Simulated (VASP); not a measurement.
# Sb3S (P6/mmm) in VASP: relaxation of cell and atoms with r2SCAN

Aim: the relaxation of cell and atoms of Sb3S with r2SCAN.

Program: VASP 6.6.1. These are calculated values, not measurements. Logs are shortened: lines on timing, memory, paths and dates and some standing lists are left out, and cuts for length are marked.

## (1) The cell of the first run

The structure is hexagonal, space group P6/mmm (No. 191). Conventional cell: a = 5.209 Å, b = 5.209 Å, c = 5.231 Å, α = 90.00°, β = 90.00°, γ = 120.00°. Within 3.4 Å of Sb (site symmetry 6/mmm) lie 2 S at 2.62 Å. Sb (site symmetry -6m2) has 9 Sb at 3.01 to 3.99 Å and 3 S at 3.01 Å within 4.0 Å. S (site symmetry 6/mmm) has 8 Sb at 2.62 to 3.01 Å within 3.4 Å.

## (2) Relaxation of cell and atoms, r2SCAN

Contents of POSCAR:

```
Sb3S
1.0
    5.2093643126      0.0000000000      0.0000000000
   -2.6046821563      4.5114418323      0.0000000000
    0.0000000000      0.0000000000      5.2305201387
Sb S
3 1
Direct
    0.0000000000      0.0000000000      0.5000000000
    0.3333333333      0.6666666667      0.0000000000
    0.6666666667      0.3333333333      0.0000000000
    0.0000000000      0.0000000000      0.0000000000
```

Contents of INCAR.step1:

```
SYSTEM = Sb3S
PREC = Accurate
ENCUT = 550
ISMEAR = 0
SIGMA = 0.1
LREAL = .False.
LASPH = .True.
NELM = 120
GGA = PE
ALGO = Normal
EDIFF = 1E-5
LWAVE = .True.
LCHARG = .False.
GGA_COMPAT = .False.
IBRION = 2
ISIF = 3
EDIFFG = -0.005
NELMIN = 4
NSW = 100
KPAR = 4
```

Contents of INCAR.step2:

```
SYSTEM = Sb3S
PREC = Accurate
ENCUT = 550
EDIFF = 1E-7
ISMEAR = 0
SIGMA = 0.1
LREAL = .False.
LASPH = .True.
NELM = 120
ALGO = Normal
ISIF = 3
LWAVE = .False.
LCHARG = .False.
METAGGA = R2SCAN
LMIXTAU = .True.
IBRION = 2
NSW = 100
EDIFFG = -0.01
ISTART = 1
GGA_COMPAT = .False.
NELMIN = 4
KPAR = 4
```

Contents of KPOINTS:

```
regular mesh
0
Gamma
  12 12 10
  0 0 0
```

Potentials or basis: VASP PAW PBE potentials, release 64 (Sb, S).

On the command line:

```console
cat potpaw_PBE.64/Sb/POTCAR potpaw_PBE.64/S/POTCAR > POTCAR
cp INCAR.step1 INCAR
mpirun -np 4 vasp_std > vasp.out
cp INCAR.step2 INCAR
mpirun -np 4 vasp_std > vasp.out
```

OUTCAR:

```text
SYSTEM = Sb3S
   PREC = Accurate
   ENCUT = 550
   EDIFF = 1E-7
   ISMEAR = 0
   LREAL = .False.
   LASPH = .True.
   NELM = 120
   ISIF = 3
   METAGGA = R2SCAN
   IBRION = 2
   NSW = 100
   EDIFFG = -0.01
   ISTART = 1
   NELMIN = 4

 ion  position               nearest neighbor table
   1  0.000  0.000  0.500-   4 2.62   4 2.62
   2  0.333  0.667  0.000-   4 3.01   3 3.01   3 3.01   4 3.01   4 3.01   3 3.01
   3  0.667  0.333  0.000-   4 3.01   2 3.01   2 3.01   4 3.01   4 3.01   2 3.01
   4  0.000  0.000  0.000-   1 2.62   1 2.62   3 3.01   2 3.01   3 3.01   2 3.01   3 3.01   2 3.01

  LATTYP: Found a hexagonal cell.
 ALAT       =     5.2093643126
 C/A-ratio  =     1.0040611147

  Lattice vectors:

 A1 = (   5.2093643126,   0.0000000000,   0.0000000000)
 A2 = (  -2.6046821563,   4.5114418323,   0.0000000000)
 A3 = (   0.0000000000,   0.0000000000,   5.2305201387)

Analysis of symmetry for initial positions (statically):
=====================================================================
 Subroutine PRICEL returns:
 Original cell was already a primitive cell.

 Routine SETGRP: Setting up the symmetry group for a
 hexagonal supercell.

 Subroutine GETGRP returns: Found 24 space group operations
 (whereof 24 operations were pure point group operations)
 out of a pool of 24 trial point group operations.

The static configuration has the point symmetry D_6h.

Analysis of symmetry for dynamics (positions and initial velocities):
=====================================================================
 Subroutine PRICEL returns:
 Original cell was already a primitive cell.

 Routine SETGRP: Setting up the symmetry group for a
 hexagonal supercell.

 Subroutine GETGRP returns: Found 24 space group operations
 (whereof 24 operations were pure point group operations)
 out of a pool of 24 trial point group operations.

The dynamic configuration has the point symmetry D_6h.

 Subroutine INISYM returns: Found 24 space group operations
 (whereof 24 operations are pure point group operations),
 and found     1 'primitive' translations

----------------------------------------------------------------------------------------

                                     Primitive cell

  volume of cell :     122.9263

  direct lattice vectors                    reciprocal lattice vectors
     5.209364313  0.000000000  0.000000000     0.191962002  0.110829313  0.000000000
    -2.604682156  4.511441832  0.000000000     0.000000000  0.221658626  0.000000000
     0.000000000  0.000000000  5.230520139     0.000000000  0.000000000  0.191185575

  length of vectors
     5.209364313  5.209364313  5.230520139     0.221658626  0.221658626  0.191185575

  position of ions in fractional coordinates (direct lattice)
     0.000000000  0.000000000  0.500000000
     0.333333333  0.666666667  0.000000000
     0.666666667  0.333333333  0.000000000
     0.000000000  0.000000000  0.000000000

  ion indices of the primitive-cell ions
   primitive index   ion index
                 1           1
                 2           2
                 3           3
                 4           4

----------------------------------------------------------------------------------------

 KPOINTS: regular mesh

Automatic generation of k-mesh.
 Grid dimensions read from file:
 generate k-points for:   12   12   10

 Generating k-lattice:

  Cartesian coordinates                     Fractional coordinates (reciprocal lattice)
     0.015996833  0.009235776  0.000000000     0.083333333 -0.000000000  0.000000000
     0.000000000  0.018471552  0.000000000     0.000000000  0.083333333  0.000000000
     0.000000000  0.000000000  0.019118557     0.000000000  0.000000000  0.100000000

  Length of vectors
     0.018471552  0.018471552  0.019118557

  Shift w.r.t. Gamma in fractional coordinates (k-lattice)
     0.000000000  0.000000000  0.000000000

 Subroutine IBZKPT returns following result:
 ===========================================

 Found    114 irreducible k-points:

 Following reciprocal coordinates:
            Coordinates               Weight
  0.000000  0.000000  0.000000      1.000000
  0.083333  0.000000  0.000000      6.000000
  0.166667  0.000000  0.000000      6.000000
  0.250000  0.000000  0.000000      6.000000
  0.333333 -0.000000  0.000000      6.000000
  0.416667  0.000000  0.000000      6.000000
[... 16 lines left out ...]
  0.250000  0.000000  0.100000     12.000000
  0.333333 -0.000000  0.100000     12.000000
 [... further k-points ...]
   k-points           NKPTS =    114   k-points in BZ     NKDIM =    114   number of bands    NBANDS=     14
   number of dos      NEDOS =    301   number of ions     NIONS =      4
   total plane-waves  NPLWV =  64000
   dimension x,y,z NGX =    40 NGY =   40 NGZ =   40
   dimension x,y,z NGXF=    80 NGYF=   80 NGZF=   80
   ions per type =               3   1
   NGX,Y,Z   is equivalent  to a cutoff of  12.77, 12.77, 12.71 a.u.
   NGXF,Y,Z  is equivalent  to a cutoff of  25.53, 25.53, 25.43 a.u.
 SYSTEM =  Sb3S
   PREC   = accura    normal or accurate (medium, high low for compatibility)
   ISTART =      1    job   : 0-new  1-cont  2-samecut
   ICHARG =      0    charge: 1-file 2-atom 10-const
   ISPIN  =      1    spin polarized calculation?
   LNONCOLLINEAR =      F non collinear calculations
   LSORBIT =      F    spin-orbit coupling
   LASPH  =      T    aspherical Exc in radial PAW
   ENCUT  =  550.0 eV  40.42 Ry    6.36 a.u.   9.96  9.96 10.00*2*pi/ulx,y,z
   NELM   =    120;   NELMIN=  4; NELMDL=  0     # of ELM steps
   EDIFF  = 0.1E-06   stopping-criterion for ELM
   LREAL  =      F    real-space projection
   EDIFFG = -.1E-01   stopping-criterion for IOM
   NSW    =    100    number of steps for IOM
   IBRION =      2    ionic relax: 0-MD 1-quasi-New 2-CG
   NFREE  =      1    steps in history (QN), initial steepest desc. (CG)
   ISIF   =      3    stress and relaxation
   ISYM   =      2    0-nonsym 1-usesym 2-fastsym
   POTIM  = 0.5000    time-step for ionic-motion
   TEBEG  =    0.0;   TEEND  =   0.0 temperature during run
   PSTRESS=    0.0 pullay stress
   NELECT =      21.0000    total number of electrons
   NUPDOWN=      -1.0000    fix difference up-down
   EMIN   =  10.00;   EMAX   =-10.00  energy-range for DOS
   EFERMI =   0.00;   METHOD = LEGACY
   ISMEAR =     0;   SIGMA  =   0.10  broadening in eV -4-tet -1-fermi 0-gaus
   EFERMI_NEDOS =   21; number of points for ismear=-14 and -15
   IALGO  =     38    algorithm
   IMIX   =      4    mixing-type and parameters
     AMIX     =   0.40;   BMIX     =  1.00
     AMIX_MAG =   1.60;   BMIX_MAG =  1.00
  volume/ion in A,a.u.               =      30.73       207.39
  Fermi-wavevector in a.u.,A,eV,Ry     =   0.908377  1.716584 11.226838  0.825149
  Thomas-Fermi vector in A             =   2.032296
   LORBIT       =      0    0 simple, 1 ext, 2 COOP (PROOUT), +10 PAW based schemes
   METAGGA = R2SCAN    functional components
   LHFCALC =     F    Hartree Fock is set to
   AEXX    =    0.0000 exact exchange contribution
   IVDW    =     0    specifies the selected vdW correction
   LEPSILON=     F    determine dielectric tensor
   LRPA    =     F    only Hartree local field effects (RPA)
 conjugate gradient relaxation of ions
 non-spin polarized calculation
 Gauss-broadening in eV      SIGMA  =   0.10
  energy-cutoff  :      550.00
  volume of cell :      122.93
 maximum number of plane-waves:      3618
 NGX is ok and might be reduce to    40
   NGX = 19   NGY = 19   NGZ = 21

--------------------------------------- Ionic step        1  -------------------------------------------

 number of electron      21.0000001 magnetization

 Free energy of the ion-electron system (eV)
  ---------------------------------------------------
  ext. energy  EPLUGINS =         0.00000000
  ---------------------------------------------------
  free energy    TOTEN  =       -82.41989806 eV

  energy without entropy =      -82.40235732  energy(sigma->0) =      -82.41112769

------------------------ aborting loop because EDIFF is reached ----------------------------------------

  FORCE on cell =-STRESS in cart. coord.  units (eV):
  Direction    XX          YY          ZZ          XY          YZ          ZX
  --------------------------------------------------------------------------------------
  -------------------------------------------------------------------------------------
  Total        0.3912239      0.3912239     -0.6865966      0.0000000     -0.0000000      0.0000000
  in kB        5.0990703      5.0990703     -8.9488507      0.0000000     -0.0000000      0.0000000
  external PRESSURE =       0.4164300 kB  Pullay stress =       0.0000000 kB
[... 99 lines left out ...]
  energy  without entropy=      -82.4053704702  energy(sigma->0) =      -82.41543227

--------------------------------------- Ionic step        4  -------------------------------------------

 number of electron      20.9999999 magnetization

 Free energy of the ion-electron system (eV)
  ---------------------------------------------------
  ext. energy  EPLUGINS =         0.00000000
  ---------------------------------------------------
  free energy    TOTEN  =       -82.42551189 eV

  energy without entropy =      -82.40526064  energy(sigma->0) =      -82.41538627

 E-fermi :   5.4206     XC(G=0):  -9.4773

 val. band max:        5.4063622384   @ k =   0.5000   0.0000   0.1000
 cond. band min:       5.4223005151   @ k =   0.1667   0.1667   0.2000
 fundamental gap:      0.0159382767
 Fermi energy:         5.4206099100

 k-point     1 :       0.0000    0.0000    0.0000
  band No.  band energies     occupation
      1      -9.6167      2.00000
      2      -4.7325      2.00000
      3      -2.6229      2.00000
      4      -1.1165      2.00000
      5      -0.9905      2.00000
      6       0.5189      2.00000
      7       0.5189      2.00000
      8       2.0650      2.00000
      9       2.0650      2.00000
     10       4.1636      2.00000
     11       6.0586      0.00000
     12       6.0586      0.00000
     13       7.1688      0.00000
     14       9.7845      0.00000
[... 375 lines left out ...]
 k-point    24 :       0.3333   -0.0000    0.1000
  band No.  band energies     occupation
      1      -9.2786      2.00000
      2      -5.2495      2.00000
      3      -3.0072      2.00000
      4      -2.9102      2.00000
      5      -0.4997      2.00000
      6      -0.2113      2.00000
      7       1.9826      2.00000
      8       3.6104      2.00000
      9       4.3861      2.00000
     10       5.3023      1.90582
     11       5.6809      0.00023
     12       5.7097      0.00004
     13       5.8872      0.00000
     14       7.7929      0.00000

 [... further k-points ...]
[... 5 lines left out ...]
  --------------------------------------------------------------------------------------
  -------------------------------------------------------------------------------------
  Total       -0.0118435     -0.0118435     -0.0173927      0.0000000     -0.0000000     -0.0000000
  in kB       -0.1539092     -0.1539092     -0.2260227      0.0000000     -0.0000000     -0.0000000
  external PRESSURE =      -0.1779470 kB  Pullay stress =       0.0000000 kB
[... 19 lines left out ...]
  FREE ENERGIE OF THE ION-ELECTRON SYSTEM (eV)
  ---------------------------------------------------
  free  energy   TOTEN  =       -82.4255118926 eV

  energy  without entropy=      -82.4052606415  energy(sigma->0) =      -82.41538627

 reached required accuracy - stopping structural energy minimisation
```

Run time: 12 min. Hardware: 4 MPI ranks of AMD EPYC 9R14 (Zen 4), shared host; peak memory 0.4 GiB.

What came out:

| Quantity | Value |
| --- | --- |
| Free energy | -82.4255 eV |
| Relaxed volume | 30.82 Å³/atom |
| Relaxed cell | a = 5.243 Å, b = 5.243 Å, c = 5.179 Å, α = 90.00°, β = 90.00°, γ = 120.00° |
| Space group after relaxing (to 0.1 Å) | P6/mmm (No. 191) |
| Energy gained by relaxing | 1.4 meV/atom |
| Ionic steps | 4 |
| Pressure after relaxing | 0.0 GPa |
| Band gap on the k mesh | zero (an odd number of electrons rules out a gap without spin polarisation) |

Step by step:
```tsv
step	energy change (eV)	largest force (eV/Å)	pressure (GPa)	volume (Å³)
1	0.0000	0.0000	0.04	122.93
2	-0.0054	0.0000	0.04	123.06
3	-0.0056	0.0000	0.05	123.09
4	-0.0056	0.0000	-0.02	123.29
```

Final structure:
```
Sb S
1.0
     5.24269    0.00000    0.00000
    -2.62134    4.54030    0.00000
     0.00000    0.00000    5.17949
Sb S
3 1
Direct
  0.00000 0.00000 0.50000
  0.33333 0.66667 0.00000
  0.66667 0.33333 0.00000
  0.00000 0.00000 0.00000
```

Caveat: the PAW data sets were made with another functional, which shifts forces and pressure a little; spin-orbit coupling is left out, which moves the levels of the heavy elements.
